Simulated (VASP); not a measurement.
**NaI: single point with PBEsol**

The system is NaI.

```
CELL_PARAMETERS angstrom
0.00000 3.23640 3.23640
3.23640 0.00000 3.23640
3.23640 3.23640 0.00000
ATOMIC_POSITIONS crystal
Na 0.00000 0.00000 0.00000
I 0.50000 0.50000 0.51500
```

```yaml
Program: VASP 6.6.1
Task: single point
Functional: PBEsol
Potentials_or_basis: VASP PAW PBE potentials, release 64 (Na_pv, I)
Cutoff: 500 eV
k_mesh: 4 × 4 × 4
Occupations: gaussian, width 0.01 eV
Spin: no spin polarisation
```

- Pressure: -0.4 GPa
- Largest force: 0.058 eV/Å
- Band gap on the k mesh: 3.50 eV

Forces in eV/Å, atoms in the order of the input:
```
Na   0.041  0.041  0.000
I   -0.041 -0.041  0.000
```

Levels at points of the mesh, in eV from the valence-band top:
```tsv
k point	band 5	band 6	band 7	band 8	band 9	band 10
(0.00, 0.00, 0.00)	0.00	0.00	0.00	3.50	7.84	7.84
(0.50, 0.00, 0.00)	-2.22	-0.29	-0.29	4.94	7.37	7.37
(0.00, 0.00, 0.50)	-2.22	-0.29	-0.29	4.94	7.37	7.37
(0.50, 0.50, 0.00)	-1.94	-0.76	-0.76	4.44	5.42	9.71
(0.00, 0.50, 0.50)	-1.94	-0.76	-0.76	4.44	5.42	9.71
```

Wall time 25 s on 1 thread of Intel Xeon 8259CL, with other jobs on the host, peak memory 0.21 GiB.

Caveat: the k points lie up to 0.42 Å⁻¹ apart; the PAW data sets were made with another functional, which shifts forces and pressure a little; spin-orbit coupling is left out, which moves the levels of the heavy elements. PBEsol gaps usually lie below the measured ones, often by a third to a half.
